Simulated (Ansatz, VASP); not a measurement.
# Two plane-wave programs on CdS

```xyz
2
Lattice="0.0000 2.9165 2.9165 2.9165 0.0000 2.9165 2.9165 2.9165 0.0000" Properties=species:S:1:pos:R:3 pbc="T T T"
Cd    0.0000    0.0000    0.0000
S     1.4583    1.4583    1.4583
```

Alike in both runs: task single point; functional PBEsol; k mesh 4 × 4 × 4; no spin polarisation.

|  | VASP | Ansatz |
| --- | --- | --- |
| version | VASP 6.6.1 | Ansatz 0.2.0 |
| potentials or method | VASP PAW PBE potentials, release 64 (Cd, S), cutoff 520 eV | plane waves, PAW |
| occupations | gaussian, width 0.01 eV | fixed |
| valence electrons in the cell | 18 | 26 |

|  | VASP | Ansatz | Ansatz less VASP |
| --- | --- | --- | --- |
| gap on the k mesh at the Fermi level (eV) | 1.00 | 0.99 | -0.005 |

VASP's potentials were made for PBE, not for PBEsol. VASP's potentials hold 18 valence electrons a cell and Ansatz's 26, so a difference there can come from the potentials and not from the codes.

The k mesh is coarse, so the values compare programs but aren't converged.
